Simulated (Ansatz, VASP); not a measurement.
# Two plane-wave programs on Ti

```
CELL_PARAMETERS angstrom
2.93889 0.00000 0.00000
-1.46945 2.54515 0.00000
0.00000 0.00000 4.65162
ATOMIC_POSITIONS crystal
Ti 0.33333 0.66667 0.25000
Ti 0.66667 0.33333 0.75000
```

Alike in both runs: task single point; functional PBE; k mesh 6 × 6 × 4; occupations fermi-dirac, width 0.1 eV; collinear spin.

|  | VASP | Ansatz |
| --- | --- | --- |
| version | VASP 6.6.1 | Ansatz 0.2.0 |
| potentials or method | VASP PAW PBE potentials, release 64 (Ti_sv), cutoff 520 eV | plane waves (420 eV) with PAW, scalar-relativistic |
| valence electrons in the cell | 24 | 24 |

```csv
,VASP,Ansatz,Ansatz less VASP
net moment per atom (μB),0.00,0.00,0.000
```

Ansatz's warnings: seeded moment not kept.

The k mesh is coarse, so the values compare programs but aren't converged.
